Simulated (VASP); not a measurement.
Wanted: the native input for a VASP 6.6.1 run.

* Task: single point
* Functional: PBEsol
* Potentials or basis: VASP PAW PBE potentials, release 64 (Cd, Se)
* Cutoff: 520 eV
* k mesh: 9 × 9 × 9
* Occupations: fermi-dirac, width 0.05 eV
* Spin: no spin polarisation
* Dipole correction: no
* Further INCAR settings: ALGO = Normal; EDIFF = 1e-07; NBANDS = 29

The structure of Cd3Se lies in POSCAR:

```
Cd3Se
1.0
   -1.9992892073      1.9992892073      5.9628190106
    1.9992892073     -1.9992892073      5.9628190106
    1.9992892073      1.9992892073     -5.9628190106
Cd Se
3 1
Direct
    0.5000000000      0.5000000000      0.0000000000
    0.2500000000      0.7500000000      0.5000000000
    0.7500000000      0.2500000000      0.5000000000
    0.0000000000      0.0000000000      0.0000000000
```

These files were run (other wordings do the same):

INCAR

```
SYSTEM = Cd3Se
PREC = Accurate ; ENCUT = 520
EDIFF = 1E-7 ; ISMEAR = -1
SIGMA = 0.05 ; LREAL = .False.
LASPH = .True. ; NELM = 60
ALGO = Normal ; ISIF = 2
LWAVE = .False. ; LCHARG = .False.
GGA = PS ; NBANDS = 29
```

KPOINTS

```
regular mesh
0
Gamma
  9 9 9
  0 0 0
```

Potentials or basis: VASP PAW PBE potentials, release 64 (Cd, Se).

The run is started by

```sh
$ cat potpaw_PBE.64/Cd/POTCAR potpaw_PBE.64/Se/POTCAR > POTCAR
$ mpirun -np 1 vasp_std > vasp.out
```

It gave:

| Property | Result |
| --- | --- |
| Pressure | -1.1 GPa |
| Band gap on the k mesh | zero (band 21 reaches 3.34 eV, above the bottom of band 22 at 1.62 eV) |

Caveat: the PAW data sets were made with another functional, which shifts forces and pressure a little.

Wall time 2.9 min on 1 thread of Intel(R) Xeon(R) 6975P-C (Granite Rapids), on a shared host, peak memory 0.44 GiB.
